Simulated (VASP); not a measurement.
A run of VASP 6.6.1:

Contents of INCAR:

```
ALGO = Normal
EDIFF = 1E-8
ENCUT = 520
GGA = PS
ISIF = 2
ISMEAR = -1
LASPH = T
LCHARG = F
LEFG = T
LREAL = F
LWAVE = F
NBANDS = 16
NELM = 100
PREC = Accurate
SIGMA = 0.01
```

The input KPOINTS:

```
k-points
0
Gamma
  9 9 9
```

File POSCAR:

```
ZnS
1.0
    0.0000000000      2.6505570000      2.7046500000
    2.6505570000      0.0000000000      2.7046500000
    2.6505570000      2.6505570000      0.0000000000
Zn S
1 1
Direct
    0.0000000000      0.0000000000      0.0000000000
    0.7500000000      0.7500000000      0.7500000000
```

Potentials or basis: VASP PAW PBE potentials, release 64 (Zn, S).

The run is started by

```bash
$ cat potpaw_PBE.64/Zn/POTCAR potpaw_PBE.64/S/POTCAR > POTCAR
$ mpirun -np 1 vasp_std > vasp.out
```

Hardware: 1 thread of Intel Xeon 8259CL (shared host).

Estimate the wall time of this run.

It took 75 s on 1 thread of Intel Xeon 8259CL (shared host), peak memory 0.18 GiB. Counts: scf iterations 14, k points 75.
